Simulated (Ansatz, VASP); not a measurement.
## SiC in VASP and in Ansatz

```
Si C
1.0
     3.05636    0.00000    0.00000
    -1.52818    2.64689    0.00000
     0.00000    0.00000    5.01591
Si C
2 2
Direct
  0.33333 0.66667 0.00460
  0.66667 0.33333 0.50460
  0.33333 0.66667 0.38040
  0.66667 0.33333 0.88040
```

Alike in both runs: functional LDA; k mesh 12 × 12 × 6; occupations fermi-dirac, width 0.08 eV; no spin polarisation.

Ansatz relaxed the structure, and its values are those at the end. VASP's run is a single point on that final structure, the one shown.

|  | VASP | Ansatz |
| --- | --- | --- |
| version | VASP 6.6.1 | Ansatz 0.2.0 |
| potentials or method | VASP PAW LDA potentials, release 64 (Si, C) | PAW with Ansatz's default frozen-core files, scalar-relativistic |
| plane-wave cutoff (eV) | 520 | 420 |
| valence electrons in the cell | 16 | 16 |

VASP gave:

- pressure (GPa): 0.4

Question: Estimate Ansatz's values.

Answer: Pressure (GPa): 0.0.

LDA's correlation is that of Perdew and Zunger in VASP and of Perdew and Wang (1992) in Ansatz.
